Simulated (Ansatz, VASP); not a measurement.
W: VASP beside Ansatz

```
CELL_PARAMETERS angstrom
0.00000 1.93466 1.93466
1.93466 0.00000 1.93466
1.93466 1.93466 0.00000
ATOMIC_POSITIONS crystal
W 0.00000 0.00000 0.00000
```

Change from the starting cell: volume scaled by 0.88, PAW files.

Alike in both runs: task single point; functional PBE; k mesh 18 × 18 × 18; occupations fermi-dirac, width 0.1 eV; no spin polarisation.

```csv
,VASP,Ansatz
version,VASP 6.6.1,Ansatz 0.2.0
potentials or method,"VASP PAW PBE potentials, release 64 (W_sv)","PAW with Ansatz's default frozen-core files, scalar-relativistic"
plane-wave cutoff (eV),520,420
valence electrons in the cell,14,14
```

```csv
,VASP,Ansatz,Ansatz less VASP
pressure (GPa),47.8,46.5,-1.27
```

Both programs put the cell under a high pressure, so it lies far from rest at this level. With one functional, cell and mesh, what is left measures potentials, basis and numerics.

Neither program's run includes spin-orbit coupling.
